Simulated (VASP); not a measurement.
# Re (P6/mmm) in VASP: a series of runs, part 2 of 2

VASP 6.6.1.

**3. Single point, PBE**

INCAR reads:

```
SYSTEM = Re
PREC     = Accurate       ! precision mode
ENCUT    = 600            ! plane-wave cutoff, eV
EDIFF    = 1E-6           ! SCF threshold, eV
ISMEAR   = -1             ! smearing method
SIGMA    = 0.1            ! smearing width, eV
LREAL    = .FALSE.        ! projectors in reciprocal space
LASPH    = .TRUE.         ! aspherical terms in the spheres
NELM     = 120            ! most SCF steps
ALGO     = Normal         ! electronic algorithm
ISIF     = 2              ! what is computed and relaxed
LWAVE    = .FALSE.        ! write WAVECAR
LCHARG   = .FALSE.        ! write CHGCAR
GGA      = PE             ! functional
NBANDS   = 10             ! bands
GGA_COMPAT= .FALSE.
```

KPOINTS reads:

```
regular mesh
0
G
  18 18 16
  0 0 0
```

POSCAR reads:

```
Re
1.0
    2.5374951672      0.0000000000      0.0000000000
   -1.2687475836      2.1975352768      0.0000000000
    0.0000000000      0.0000000000      2.2890884486
Re
1
Direct
    0.0000000000      0.0000000000      0.0000000000
```

Potentials or basis: VASP PAW PBE potentials, release 64 (Re).

The run is started by

```sh
> cat potpaw_PBE.64/Re/POTCAR > POTCAR
> mpirun -np 1 vasp_std > vasp.out
```

OUTCAR:

```text
SYSTEM = Re
   PREC = Accurate
   ENCUT = 600
   EDIFF = 1E-6
   ISMEAR = -1
   LREAL = .FALSE.
   LASPH = .TRUE.
   NELM = 120
   ISIF = 2
   GGA = PE

 ion  position               nearest neighbor table
   1  0.000  0.000  0.000-

  LATTYP: Found a hexagonal cell.
 ALAT       =     2.5374951672
 C/A-ratio  =     0.9021055402

  Lattice vectors:

 A1 = (   2.5374951672,   0.0000000000,   0.0000000000)
 A2 = (  -1.2687475836,   2.1975352768,   0.0000000000)
 A3 = (   0.0000000000,   0.0000000000,   2.2890884486)

Analysis of symmetry for initial positions (statically):
=====================================================================
 Subroutine PRICEL returns:
 Original cell was already a primitive cell.

 Routine SETGRP: Setting up the symmetry group for a
 hexagonal supercell.

 Subroutine GETGRP returns: Found 24 space group operations
 (whereof 24 operations were pure point group operations)
 out of a pool of 24 trial point group operations.

The static configuration has the point symmetry D_6h.

Analysis of symmetry for dynamics (positions and initial velocities):
=====================================================================
 Subroutine PRICEL returns:
 Original cell was already a primitive cell.

 Routine SETGRP: Setting up the symmetry group for a
 hexagonal supercell.

 Subroutine GETGRP returns: Found 24 space group operations
 (whereof 24 operations were pure point group operations)
 out of a pool of 24 trial point group operations.

The dynamic configuration has the point symmetry D_6h.

 Subroutine INISYM returns: Found 24 space group operations
 (whereof 24 operations are pure point group operations),
 and found     1 'primitive' translations

----------------------------------------------------------------------------------------

                                     Primitive cell

  volume of cell :      12.7645

  direct lattice vectors                    reciprocal lattice vectors
     2.537495167  0.000000000  0.000000000     0.394089421  0.227527633  0.000000000
    -1.268747584  2.197535277  0.000000000     0.000000000  0.455055266  0.000000000
     0.000000000  0.000000000  2.289088449     0.000000000  0.000000000  0.436855116

  length of vectors
     2.537495167  2.537495167  2.289088449     0.455055266  0.455055266  0.436855116

  position of ions in fractional coordinates (direct lattice)
     0.000000000  0.000000000  0.000000000

  ion indices of the primitive-cell ions
   primitive index   ion index
                 1           1

----------------------------------------------------------------------------------------

 KPOINTS: regular mesh

Automatic generation of k-mesh.
 Grid dimensions read from file:
 generate k-points for:   18   18   16

 Generating k-lattice:

  Cartesian coordinates                     Fractional coordinates (reciprocal lattice)
     0.021893857  0.012640424  0.000000000     0.055555556  0.000000000  0.000000000
     0.000000000  0.025280848  0.000000000     0.000000000  0.055555556  0.000000000
     0.000000000  0.000000000  0.027303445     0.000000000  0.000000000  0.062500000

  Length of vectors
     0.025280848  0.025280848  0.027303445

  Shift w.r.t. Gamma in fractional coordinates (k-lattice)
     0.000000000  0.000000000  0.000000000

 Subroutine IBZKPT returns following result:
 ===========================================

 Found    333 irreducible k-points:

 Following reciprocal coordinates:
            Coordinates               Weight
  0.000000  0.000000  0.000000      1.000000
  0.055556  0.000000  0.000000      6.000000
  0.111111  0.000000  0.000000      6.000000
  0.166667  0.000000  0.000000      6.000000
  0.222222  0.000000  0.000000      6.000000
  0.277778  0.000000  0.000000      6.000000
[... 16 lines left out ...]
  0.333333  0.111111  0.000000     12.000000
  0.388889  0.111111  0.000000     12.000000
 [... further k-points ...]
   k-points           NKPTS =    333   k-points in BZ     NKDIM =    333   number of bands    NBANDS=     10
   number of dos      NEDOS =    301   number of ions     NIONS =      1
   total plane-waves  NPLWV =   7200
   dimension x,y,z NGX =    20 NGY =   20 NGZ =   18
   dimension x,y,z NGXF=    40 NGYF=   40 NGZF=   36
   ions per type =               1
   NGX,Y,Z   is equivalent  to a cutoff of  13.10, 13.10, 13.07 a.u.
   NGXF,Y,Z  is equivalent  to a cutoff of  26.21, 26.21, 26.15 a.u.
 SYSTEM =  Re
   PREC   = accura    normal or accurate (medium, high low for compatibility)
   ISTART =      0    job   : 0-new  1-cont  2-samecut
   ICHARG =      2    charge: 1-file 2-atom 10-const
   ISPIN  =      1    spin polarized calculation?
   LNONCOLLINEAR =      F non collinear calculations
   LSORBIT =      F    spin-orbit coupling
   LASPH  =      T    aspherical Exc in radial PAW
   ENCUT  =  600.0 eV  44.10 Ry    6.64 a.u.   5.07  5.07  4.57*2*pi/ulx,y,z
   NELM   =    120;   NELMIN=  2; NELMDL= -5     # of ELM steps
   EDIFF  = 0.1E-05   stopping-criterion for ELM
   LREAL  =      F    real-space projection
   EDIFFG = 0.1E-04   stopping-criterion for IOM
   NSW    =      0    number of steps for IOM
   IBRION =     -1    ionic relax: 0-MD 1-quasi-New 2-CG
   NFREE  =      0    steps in history (QN), initial steepest desc. (CG)
   ISIF   =      2    stress and relaxation
   ISYM   =      2    0-nonsym 1-usesym 2-fastsym
   POTIM  = 0.5000    time-step for ionic-motion
   TEBEG  =    0.0;   TEEND  =   0.0 temperature during run
   PSTRESS=    0.0 pullay stress
   NELECT =       7.0000    total number of electrons
   NUPDOWN=      -1.0000    fix difference up-down
   EMIN   =  10.00;   EMAX   =-10.00  energy-range for DOS
   EFERMI =   0.00;   METHOD = LEGACY
   ISMEAR =    -1;   SIGMA  =   0.10  broadening in eV -4-tet -1-fermi 0-gaus
   EFERMI_NEDOS =   21; number of points for ismear=-14 and -15
   IALGO  =     38    algorithm
   IMIX   =      4    mixing-type and parameters
     AMIX     =   0.40;   BMIX     =  1.00
     AMIX_MAG =   1.60;   BMIX_MAG =  1.00
  volume/ion in A,a.u.               =      12.76        86.14
  Fermi-wavevector in a.u.,A,eV,Ry     =   1.340005  2.532242 24.430789  1.795612
  Thomas-Fermi vector in A             =   2.468352
   LORBIT       =      0    0 simple, 1 ext, 2 COOP (PROOUT), +10 PAW based schemes
   GGA     = PE    functional components
   LHFCALC =     F    Hartree Fock is set to
   AEXX    =    0.0000 exact exchange contribution
   IVDW    =     0    specifies the selected vdW correction
   LEPSILON=     F    determine dielectric tensor
   LRPA    =     F    only Hartree local field effects (RPA)
 non-spin polarized calculation
  energy-cutoff  :      600.00
  volume of cell :       12.76
 maximum number of plane-waves:       442
   NGX = 11   NGY = 11   NGZ =  9

 number of electron       6.9999999 magnetization

 Free energy of the ion-electron system (eV)
  ---------------------------------------------------
  ext. energy  EPLUGINS =         0.00000000
  ---------------------------------------------------
  free energy    TOTEN  =       -10.36616268 eV

  energy without entropy =      -10.33892711  energy(sigma->0) =      -10.35254489

 E-fermi :  10.4080     XC(G=0): -14.4211

 val. band max:       10.4073269106   @ k =   0.3333   0.1111   0.2500
 cond. band min:      10.4161682738   @ k =   0.2778   0.2222   0.2500
 fundamental gap:      0.0088413632
 Fermi energy:        10.4080399094

 k-point     1 :       0.0000    0.0000    0.0000
  band No.  band energies     occupation
      1      -0.9273      2.00000
      2       2.8302      2.00000
      3       7.7174      2.00000
      4       7.7174      2.00000
      5      16.0055      0.00000
      6      16.0055      0.00000
      7      23.9035      0.00000
      8      29.3569      0.00000
      9      34.2024      0.00000
     10      34.2024      0.00000
[... 287 lines left out ...]
 k-point    24 :       0.3889    0.1111    0.0000
  band No.  band energies     occupation
      1       2.6596      2.00000
      2       4.1160      2.00000
      3       9.0255      2.00000
      4      11.5174      0.00003
      5      14.5530      0.00000
      6      16.1960      0.00000
      7      21.3269      0.00000
      8      24.4179      0.00000
      9      31.0362      0.00000
     10      37.7439      0.00000

 [... further k-points ...]

------------------------ aborting loop because EDIFF is reached ----------------------------------------

  FORCE on cell =-STRESS in cart. coord.  units (eV):
  Direction    XX          YY          ZZ          XY          YZ          ZX
  --------------------------------------------------------------------------------------
  -------------------------------------------------------------------------------------
  Total        9.8108712      9.8108712      8.9896403      0.0000000     -0.0000000     -0.0000000
  in kB     1231.4435416   1231.4435417   1128.3640592      0.0000000     -0.0000000     -0.0000000
  external PRESSURE =    1197.0837142 kB  Pullay stress =       0.0000000 kB

 VOLUME and BASIS-vectors are now :
 -----------------------------------------------------------------------------
  energy-cutoff  :      600.00
  volume of cell :       12.76
      direct lattice vectors                 reciprocal lattice vectors
     2.537495167  0.000000000  0.000000000     0.394089421  0.227527633  0.000000000
    -1.268747584  2.197535277  0.000000000     0.000000000  0.455055266  0.000000000
     0.000000000  0.000000000  2.289088449     0.000000000  0.000000000  0.436855116

 POSITION                                       TOTAL-FORCE (eV/Angst)
 -----------------------------------------------------------------------------------
      0.00000      0.00000      0.00000         0.000000      0.000000      0.000000
 -----------------------------------------------------------------------------------
    total drift:                               -0.000000      0.000000      0.000000

  FREE ENERGIE OF THE ION-ELECTRON SYSTEM (eV)
  ---------------------------------------------------
  free  energy   TOTEN  =       -10.3661626779 eV

  energy  without entropy=      -10.3389271056  energy(sigma->0) =      -10.35254489
```

It took 51 s on 1 thread of Intel Xeon 8259CL, shared host; peak memory 0.17 GiB.

Results:

```
Free energy            : -10.3662 eV
Pressure               : 119.7 GPa
Band gap on the k mesh : zero (an odd number of electrons rules out a gap without spin polarisation)
```

Stress tensor (GPa, compression positive):
```
123.14   0.00   0.00
  0.00 123.14   0.00
  0.00   0.00 112.84
```

Levels at points of the mesh, in eV from the Fermi level:
```csv
k point,band 1,band 2,band 3,band 4,band 5,band 6,band 7,band 8
"(0.00, 0.00, 0.00)",-11.34,-7.58,-2.69,-2.69,5.60,5.60,13.50,18.95
"(0.50, 0.00, 0.00)",-8.46,-6.31,-0.16,0.86,4.55,5.43,11.40,14.58
"(0.00, 0.00, 0.50)",-6.97,-1.18,-1.18,-1.04,-0.63,-0.63,14.07,18.20
"(0.50, 0.00, 0.50)",-9.04,-5.96,-2.50,6.20,6.33,7.95,8.74,19.29
```

Caveat: the stress differs along the axes, from 113 to 123 GPa; spin-orbit coupling is left out, which moves the levels of the heavy elements.
